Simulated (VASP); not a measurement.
Input of a VASP 6.6.1 run:

The input INCAR:

```
PREC = Accurate
ENCUT = 600
EDIFF = 1E-6
ISMEAR = -1
SIGMA = 0.05
LREAL = False
LASPH = True
NELM = 200
ALGO = Normal
ISIF = 2
LWAVE = False
LCHARG = True
ISPIN = 2
MAGMOM = 3 3 3 3 0 0 0 0 0 0
LORBIT = 11
LMAXMIX = 4
LDAU = True
LDAUTYPE = 2
LDAUL = 2 -1
LDAUU = 4 0
LDAUJ = 0 0
LDAUPRINT = 1
GGA = PS
LELF = True
LVHAR = True
NBANDS = 49
GGA_COMPAT = False
```

File KPOINTS:

```
regular mesh
0
Gamma
  7 7 7
```

File POSCAR:

```
Fe2O3
1.0
    2.5190000000      1.4543453281      4.5906666667
   -2.5190000000      1.4543453281      4.5906666667
    0.0000000000     -2.9086906562      4.5906666667
Fe O
4 6
Direct
    0.3553000000      0.3553000000      0.3553000000
    0.1447000000      0.1447000000      0.1447000000
    0.6447000000      0.6447000000      0.6447000000
    0.8553000000      0.8553000000      0.8553000000
    0.5559000000      0.2500000000      0.9441000000
    0.2500000000      0.9441000000      0.5559000000
    0.9441000000      0.5559000000      0.2500000000
    0.4441000000      0.7500000000      0.0559000000
    0.7500000000      0.0559000000      0.4441000000
    0.0559000000      0.4441000000      0.7500000000
```

Potentials or basis: VASP PAW PBE potentials, release 64 (Fe, O).

Run with:

```sh
$ cat potpaw_PBE.64/Fe/POTCAR potpaw_PBE.64/O/POTCAR > POTCAR
$ mpirun -np 1 vasp_std > vasp.out
```

(1) Predict the site moments.

(2) Estimate the pressure.

(3) Estimate the net moment.

## Answers

(1) Fe +4.34; O +0.37 μB.

(2) 1.4 GPa.

(3) 20.00 μB per cell.

Caveat: the PAW data sets were made with another functional, which shifts forces and pressure a little.
